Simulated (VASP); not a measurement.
A run of VASP 6.6.1 is set up as follows.

Contents of INCAR:

```
PREC = Accurate
ENCUT = 520
EDIFF = 1E-8
ISMEAR = 0
SIGMA = 0.01
LREAL = F
LASPH = T
NELM = 80
ALGO = Normal
ISIF = 2
LWAVE = F
LCHARG = F
GGA = PS
IBRION = 8
NSW = 1
LEPSILON = T
```

KPOINTS

```
Automatic mesh
0
Gamma
  12 12 12
```

Contents of POSCAR:

```
GaAs
1.0
    0.0000000000      2.6304287775      2.6304287775
    2.6304287775      0.0000000000      2.6304287775
    2.6304287775      2.6304287775      0.0000000000
Ga As
1 1
Direct
    0.0000000000      0.0000000000      0.0000000000
    0.7500000000      0.7500000000      0.7500000000
```

Potentials or basis: VASP PAW PBE potentials, release 64 (Ga_d, As).

Command:

```bash
$ cat potpaw_PBE.64/Ga_d/POTCAR potpaw_PBE.64/As/POTCAR > POTCAR
$ mpirun -np 1 vasp_std > vasp.out
```

Question: What does it give for the electronic dielectric tensor (diagonal)?

Answer: 11.18.

Question: What does it give for the Born charges (mean of the diagonal)?

Answer: Ga +1.73; As -1.73 e.

Question: Predict the highest phonon frequency at Γ, LO-TO splitting left out.

Answer: 341 cm⁻¹.

Electronic dielectric tensor:
```
11.18  0.00  0.00
 0.00 11.18  0.00
 0.00  0.00 11.18
```

Caveat: the cell stands under pressure or tension, which shifts response properties.
